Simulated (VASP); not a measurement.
# Rb (Fmmm) in VASP: notebook

The runs below take Rb through single point, with LDA.

All numbers are computed with VASP 6.6.1; they aren't measurements. Logs are shortened: lines on timing, memory, paths and dates and some standing lists are left out, and cuts for length are marked.

**1. The cell of the first run**

Symmetry: Fmmm, No. 69, orthorhombic system. The conventional cell has a = 5.388 Å, b = 7.753 Å, c = 8.287 Å, α = 90.00°, β = 90.00°, γ = 90.00°.

**2. Single point, LDA**

The input, INCAR:

```
SYSTEM = Rb
PREC     = Accurate       ! precision mode
ENCUT    = 520            ! plane-wave cutoff, eV
EDIFF    = 1E-7           ! SCF threshold, eV
ISMEAR   = 0              ! smearing method
SIGMA    = 0.15           ! smearing width, eV
LREAL    = .False.        ! projectors in reciprocal space
LASPH    = .True.         ! aspherical terms in the spheres
NELM     = 60             ! most SCF steps
ALGO     = Fast           ! electronic algorithm
ISIF     = 2              ! what is computed and relaxed
LWAVE    = .False.        ! write WAVECAR
LCHARG   = .False.        ! write CHGCAR
GGA      = CA             ! functional
NBANDS   = 10             ! bands
```

The input, KPOINTS:

```
Automatic mesh
0
Gamma
  12 12 12
  0 0 0
```

The input, POSCAR:

```
Rb
1.0
   -2.9297756525      2.9297756525      2.6940465770
    2.9297756525     -2.9297756525      2.6940465770
    2.7411923921      2.7411923921     -2.6940465770
Rb
1
Direct
    0.0000000000      0.0000000000      0.0000000000
```

Potentials or basis: VASP PAW LDA potentials, release 64 (Rb_sv).

Run with:

```console
cat potpaw_LDA.64/Rb_sv/POTCAR > POTCAR
mpirun -np 1 vasp_std > vasp.out
```

OUTCAR:

```text
SYSTEM = Rb
   PREC = Accurate
   ENCUT = 520
   EDIFF = 1E-7
   ISMEAR = 0
   LREAL = .False.
   LASPH = .True.
   NELM = 60
   ISIF = 2
   GGA = CA

 ion  position               nearest neighbor table
   1  0.000  0.000  0.000-

  LATTYP: Found a face centered orthorhombic cell.
 ALAT       =     5.3880931540
 B/A-ratio  =     1.4389622997
 C/A-ratio  =     1.5379572491

  Lattice vectors:

 A1 = (  -0.1885832604,   5.6709680446,   0.0000000000)
 A2 = (  -2.9297756525,   2.9297756525,   2.6940465770)
 A3 = (   2.7411923921,   2.7411923921,   2.6940465770)

Analysis of symmetry for initial positions (statically):
=====================================================================
 Subroutine PRICEL returns:
 Original cell was already a primitive cell.

 Routine SETGRP: Setting up the symmetry group for a
 face centered orthorhombic supercell.

 Subroutine GETGRP returns: Found  8 space group operations
 (whereof  8 operations were pure point group operations)
 out of a pool of  8 trial point group operations.

The static configuration has the point symmetry D_2h.

Analysis of symmetry for dynamics (positions and initial velocities):
=====================================================================
 Subroutine PRICEL returns:
 Original cell was already a primitive cell.

 Routine SETGRP: Setting up the symmetry group for a
 face centered orthorhombic supercell.

 Subroutine GETGRP returns: Found  8 space group operations
 (whereof  8 operations were pure point group operations)
 out of a pool of  8 trial point group operations.

The dynamic configuration has the point symmetry D_2h.

 Subroutine INISYM returns: Found  8 space group operations
 (whereof  8 operations are pure point group operations),
 and found     1 'primitive' translations

----------------------------------------------------------------------------------------

                                     Primitive cell

  volume of cell :      86.5444

  direct lattice vectors                    reciprocal lattice vectors
    -2.929775653  2.929775653  2.694046577     0.005870421  0.176531953  0.185594416
     2.929775653 -2.929775653  2.694046577     0.176531953  0.005870421  0.185594416
     2.741192392  2.741192392 -2.694046577     0.182402374  0.182402374  0.000000000

  length of vectors
     4.942171355  4.942171355  4.720821795     0.256209444  0.256209444  0.257955911

  position of ions in fractional coordinates (direct lattice)
     0.000000000  0.000000000  0.000000000

  ion indices of the primitive-cell ions
   primitive index   ion index
                 1           1

----------------------------------------------------------------------------------------

 KPOINTS: Automatic mesh

Automatic generation of k-mesh.
 Grid dimensions read from file:
 generate k-points for:   12   12   12

 Generating k-lattice:

  Cartesian coordinates                     Fractional coordinates (reciprocal lattice)
     0.000489202  0.014710996  0.015466201     0.083333333 -0.000000000  0.000000000
     0.014710996  0.000489202  0.015466201    -0.000000000  0.083333333  0.000000000
     0.015200198  0.015200198  0.000000000     0.000000000  0.000000000  0.083333333

  Length of vectors
     0.021350787  0.021350787  0.021496326

  Shift w.r.t. Gamma in fractional coordinates (k-lattice)
     0.000000000  0.000000000  0.000000000

 Subroutine IBZKPT returns following result:
 ===========================================

 Found    280 irreducible k-points:

 Following reciprocal coordinates:
            Coordinates               Weight
  0.000000  0.000000  0.000000      1.000000
  0.083333  0.000000 -0.000000      8.000000
  0.166667  0.000000 -0.000000      8.000000
  0.250000  0.000000 -0.000000      8.000000
  0.333333  0.000000 -0.000000      8.000000
  0.416667 -0.000000 -0.000000      8.000000
[... 16 lines left out ...]
  0.500000  0.166667 -0.000000      8.000000
 -0.416667  0.166667  0.000000      8.000000
 [... further k-points ...]
   k-points           NKPTS =    280   k-points in BZ     NKDIM =    280   number of bands    NBANDS=     10
   number of dos      NEDOS =    301   number of ions     NIONS =      1
   total plane-waves  NPLWV =  57600
   dimension x,y,z NGX =    40 NGY =   40 NGZ =   36
   dimension x,y,z NGXF=    80 NGYF=   80 NGZF=   72
   ions per type =               1
   NGX,Y,Z   is equivalent  to a cutoff of  13.46, 13.46, 12.68 a.u.
   NGXF,Y,Z  is equivalent  to a cutoff of  26.91, 26.91, 25.36 a.u.
 SYSTEM =  Rb
   PREC   = accura    normal or accurate (medium, high low for compatibility)
   ISTART =      0    job   : 0-new  1-cont  2-samecut
   ICHARG =      2    charge: 1-file 2-atom 10-const
   ISPIN  =      1    spin polarized calculation?
   LNONCOLLINEAR =      F non collinear calculations
   LSORBIT =      F    spin-orbit coupling
   LASPH  =      T    aspherical Exc in radial PAW
   ENCUT  =  520.0 eV  38.22 Ry    6.18 a.u.   9.19  9.19  8.78*2*pi/ulx,y,z
   NELM   =     60;   NELMIN=  2; NELMDL= -5     # of ELM steps
   EDIFF  = 0.1E-06   stopping-criterion for ELM
   LREAL  =      F    real-space projection
   EDIFFG = 0.1E-05   stopping-criterion for IOM
   NSW    =      0    number of steps for IOM
   IBRION =     -1    ionic relax: 0-MD 1-quasi-New 2-CG
   NFREE  =      0    steps in history (QN), initial steepest desc. (CG)
   ISIF   =      2    stress and relaxation
   ISYM   =      2    0-nonsym 1-usesym 2-fastsym
   POTIM  = 0.5000    time-step for ionic-motion
   TEBEG  =    0.0;   TEEND  =   0.0 temperature during run
   PSTRESS=    0.0 pullay stress
   NELECT =       9.0000    total number of electrons
   NUPDOWN=      -1.0000    fix difference up-down
   EMIN   =  10.00;   EMAX   =-10.00  energy-range for DOS
   EFERMI =   0.00;   METHOD = LEGACY
   ISMEAR =     0;   SIGMA  =   0.15  broadening in eV -4-tet -1-fermi 0-gaus
   EFERMI_NEDOS =   21; number of points for ismear=-14 and -15
   IALGO  =     68    algorithm
   IMIX   =      4    mixing-type and parameters
     AMIX     =   0.40;   BMIX     =  1.00
     AMIX_MAG =   1.60;   BMIX_MAG =  1.00
  volume/ion in A,a.u.               =      86.54       584.03
  Fermi-wavevector in a.u.,A,eV,Ry     =   0.769856  1.454816  8.063871  0.592678
  Thomas-Fermi vector in A             =   1.870934
   LORBIT       =      0    0 simple, 1 ext, 2 COOP (PROOUT), +10 PAW based schemes
   GGA     = CA    functional components
   LHFCALC =     F    Hartree Fock is set to
   AEXX    =    0.0000 exact exchange contribution
   IVDW    =     0    specifies the selected vdW correction
   LEPSILON=     F    determine dielectric tensor
   LRPA    =     F    only Hartree local field effects (RPA)
 non-spin polarized calculation
 RMM-DIIS sequential band-by-band and
 Gauss-broadening in eV      SIGMA  =   0.15
  energy-cutoff  :      520.00
  volume of cell :       86.54
 maximum number of plane-waves:      2372
 NGX is ok and might be reduce to    40
   NGX = 19   NGY = 19   NGZ = 17

 number of electron       9.0000000 magnetization

 Free energy of the ion-electron system (eV)
  ---------------------------------------------------
  ext. energy  EPLUGINS =         0.00000000
  ---------------------------------------------------
  free energy    TOTEN  =        -1.05252102 eV

  energy without entropy =       -1.04177547  energy(sigma->0) =       -1.04714824

 E-fermi :  -0.1006     XC(G=0):  -5.8062

 val. band max:       -0.1062073900   @ k =   0.5000   0.5000  -0.0000
 cond. band min:      -0.0874384385   @ k =   0.5000   0.0000   0.2500
 fundamental gap:      0.0187689515
 Fermi energy:        -0.1006443900

 k-point     1 :       0.0000    0.0000    0.0000
  band No.  band energies     occupation
      1     -28.8706      2.00000
      2     -12.9714      2.00000
      3     -12.9638      2.00000
      4     -12.9587      2.00000
      5      -2.1486      2.00000
      6       3.2785      0.00000
      7       3.4638      0.00000
      8       3.7870      0.00000
      9       4.4294      0.00000
     10       4.7294      0.00000

 k-point     2 :       0.0833    0.0000   -0.0000
  band No.  band energies     occupation
      1     -28.8702      2.00000
      2     -12.9749      2.00000
      3     -12.9690      2.00000
      4     -12.9611      2.00000
      5      -2.0602      2.00000
      6       3.2454      0.00000
      7       3.4050      0.00000
      8       3.7119      0.00000
      9       4.3657      0.00000
     10       4.5871      0.00000

 k-point     3 :       0.1667    0.0000   -0.0000
  band No.  band energies     occupation
      1     -28.8691      2.00000
      2     -12.9950      2.00000
      3     -12.9772      2.00000
      4     -12.9631      2.00000
      5      -1.8011      2.00000
      6       3.0259      0.00000
      7       3.0492      0.00000
      8       3.7931      0.00000
      9       4.3398      0.00000
     10       4.4868      0.00000

 k-point     4 :       0.2500    0.0000   -0.0000
  band No.  band energies     occupation
      1     -28.8676      2.00000
      2     -13.0257      2.00000
      3     -12.9862      2.00000
      4     -12.9642      2.00000
      5      -1.3901      2.00000
      6       2.4223      0.00000
      7       2.7785      0.00000
      8       4.1120      0.00000
      9       4.4467      0.00000
     10       4.5151      0.00000
[... 222 lines left out ...]
 k-point    22 :       0.4167    0.1667    0.0000
  band No.  band energies     occupation
      1     -28.8646      2.00000
      2     -13.0765      2.00000
      3     -13.0139      2.00000
      4     -12.9708      2.00000
      5       0.3759      0.00001
      6       0.8895      0.00000
      7       1.9554      0.00000
      8       3.9366      0.00000
      9       5.0165      0.00000
     10       5.1594      0.00000

 k-point    23 :       0.5000    0.1667   -0.0000
  band No.  band energies     occupation
      1     -28.8652      2.00000
      2     -13.0638      2.00000
      3     -13.0136      2.00000
      4     -12.9701      2.00000
      5      -0.1271      1.19692
      6       1.3582      0.00000
      7       1.9965      0.00000
      8       4.0743      0.00000
      9       4.8137      0.00000
     10       5.1271      0.00000

 k-point    24 :      -0.4167    0.1667    0.0000
  band No.  band energies     occupation
      1     -28.8663      2.00000
      2     -13.0457      2.00000
      3     -13.0043      2.00000
      4     -12.9687      2.00000
      5      -0.7148      2.00000
      6       1.8083      0.00000
      7       2.2205      0.00000
      8       4.3323      0.00000
      9       4.5190      0.00000
     10       4.9932      0.00000

 [... further k-points ...]

------------------------ aborting loop because EDIFF is reached ----------------------------------------

  FORCE on cell =-STRESS in cart. coord.  units (eV):
  Direction    XX          YY          ZZ          XY          YZ          ZX
  --------------------------------------------------------------------------------------
  -------------------------------------------------------------------------------------
  Total       -0.1700895     -0.1700895     -0.1612904      0.0666773      0.0000000      0.0000000
  in kB       -3.1488293     -3.1488293     -2.9859331      1.2343822      0.0000000      0.0000000
  external PRESSURE =      -3.0945306 kB  Pullay stress =       0.0000000 kB

 VOLUME and BASIS-vectors are now :
 -----------------------------------------------------------------------------
  energy-cutoff  :      520.00
  volume of cell :       86.54
      direct lattice vectors                 reciprocal lattice vectors
    -2.929775653  2.929775653  2.694046577     0.005870421  0.176531953  0.185594416
     2.929775653 -2.929775653  2.694046577     0.176531953  0.005870421  0.185594416
     2.741192392  2.741192392 -2.694046577     0.182402374  0.182402374  0.000000000

 POSITION                                       TOTAL-FORCE (eV/Angst)
 -----------------------------------------------------------------------------------
      0.00000      0.00000      0.00000        -0.000000      0.000000      0.000000
 -----------------------------------------------------------------------------------
    total drift:                                0.000000      0.000000     -0.000000

  FREE ENERGIE OF THE ION-ELECTRON SYSTEM (eV)
  ---------------------------------------------------
  free  energy   TOTEN  =        -1.0525210235 eV

  energy  without entropy=       -1.0417754652  energy(sigma->0) =       -1.04714824
```

Run time: 5.1 min. Hardware: 1 thread of Oxide Virtual Turin-like, shared host; peak memory 0.31 GiB.

What came out:

```
Free energy            : -1.0525 eV
Pressure               : -0.3 GPa
Band gap on the k mesh : zero (an odd number of electrons rules out a gap without spin polarisation)
```

**3. Single point, LDA**

This run uses another cell than the first one, of 89.16 Å³/atom.

The input, INCAR:

```
SYSTEM = Rb
PREC = Accurate ; ENCUT = 520
EDIFF = 1E-6 ; ISMEAR = 0
SIGMA = 0.15 ; LREAL = .False.
LASPH = .True. ; NELM = 80
ALGO = Fast ; ISIF = 2
LWAVE = .False. ; LCHARG = .True.
LELF = .True. ; LVHAR = .True.
NBANDS = 10
```

The input, KPOINTS:

```
regular mesh
0
Gamma
  12 12 12
  0 0 0
```

The input, POSCAR:

```
Rb
1.0
   -3.0712130978      3.0712130978      2.6940465770
    3.0712130978     -3.0712130978      2.6940465770
    2.6940465770      2.6940465770     -2.6940465770
Rb
1
Direct
    0.0000000000      0.0000000000      0.0000000000
```

Potentials or basis: VASP PAW LDA potentials, release 64 (Rb_sv).

Run with:

```console
cat potpaw_LDA.64/Rb_sv/POTCAR > POTCAR
mpirun -np 1 vasp_std > vasp.out
```

It took 3.9 min on 1 thread of Oxide Virtual Turin-like, shared host; peak memory 0.32 GiB.

The run converged. Its results:

```
Free energy            : -1.0405 eV
Pressure               : -0.4 GPa
Band gap on the k mesh : zero (an odd number of electrons rules out a gap without spin polarisation)
```

Stress tensor (GPa, compression positive):
```
-0.37  0.24  0.00
 0.24 -0.37  0.00
 0.00  0.00 -0.32
```

Levels at points of the mesh, in eV from the Fermi level:
```
           k point  band 1  band 2  band 3  band 4  band 5  band 6  band 7  band 8
(0.00, 0.00, 0.00)  -28.80  -12.91  -12.90  -12.89   -2.02    3.14    3.41    4.04
(0.50, 0.00, 0.00)  -28.80  -13.02  -12.93  -12.90    0.25    0.91    2.36    4.28
(0.50, 0.50, 0.00)  -28.80  -12.99  -12.91  -12.89   -0.16    0.50    2.74    4.42
(0.00, 0.00, 0.50)  -28.80  -13.04  -12.95  -12.90    0.36    1.07    2.78    3.69
(0.50, 0.50, 0.50)  -28.79  -13.02  -12.97  -12.95    1.22    1.30    3.12    3.13
```

[end of part 1 of 2]

The gap in the log of VASP goes by the Fermi energy; the results here count the filled bands.